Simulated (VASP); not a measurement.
Wanted: the native input for a VASP 6.6.1 run.

```
Task                   : single point
Functional             : PBE
Potentials or basis    : VASP PAW PBE potentials, release 64 (Co_sv)
Cutoff                 : 600 eV
k mesh                 : 10 × 10 × 3
Occupations            : fermi-dirac, width 0.05 eV
Spin                   : collinear spin, ferromagnetic start
Starting moments       : [2.0, 2.0, 2.0, 2.0] μB
Fixed moment           : 8 μB
Dipole correction      : no
Further INCAR settings : ALGO = Normal; EDIFF = 1e-06; NBANDS = 46
```

The structure of Co lies in POSCAR:

```
Co
1.0
    2.4705617809      0.0000000000      0.0000000000
   -1.2352808905      2.1395692639      0.0000000000
    0.0000000000      0.0000000000      8.0882338000
Co
4
Direct
    0.6666666667      0.3333333333      0.7500000000
    0.0000000000      0.0000000000      0.5000000000
    0.3333333333      0.6666666667      0.2500000000
    0.0000000000      0.0000000000      0.0000000000
```

The input as run:

INCAR

```
SYSTEM = Co
ALGO = Normal
EDIFF = 1E-6
ENCUT = 600
GGA = PE
GGA_COMPAT = .FALSE.
ISIF = 2
ISMEAR = -1
ISPIN = 2
LASPH = .TRUE.
LCHARG = .FALSE.
LMAXMIX = 4
LORBIT = 11
LREAL = .FALSE.
LWAVE = .FALSE.
MAGMOM = 2 2 2 2
NBANDS = 46
NELM = 200
NUPDOWN = 8.0
PREC = Accurate
SIGMA = 0.05
```

KPOINTS

```
k-points
0
G
  10 10 3
  0 0 0
```

Potentials or basis: VASP PAW PBE potentials, release 64 (Co_sv).

The run is started by

```sh
$ cat potpaw_PBE.64/Co_sv/POTCAR > POTCAR
$ mpirun -np 1 vasp_std > vasp.out
```

It gave:

The pressure is 8.4 GPa and the net moment is 8.00 μB per cell. The site moments are Co +2.00, +1.99 (each value once) μB and the valence electrons inside the program's atomic spheres are Co 15.04, 15.05 (each value once).

Caveat: the cell stands under pressure; the total moment is fixed, so each spin has its own Fermi level.

Run time: 2.8 min on 1 thread of Intel(R) Xeon(R) Platinum 8259CL CPU @ 2.50GHz (Skylake/Cascade Lake) (shared host), peak memory 0.24 GiB.
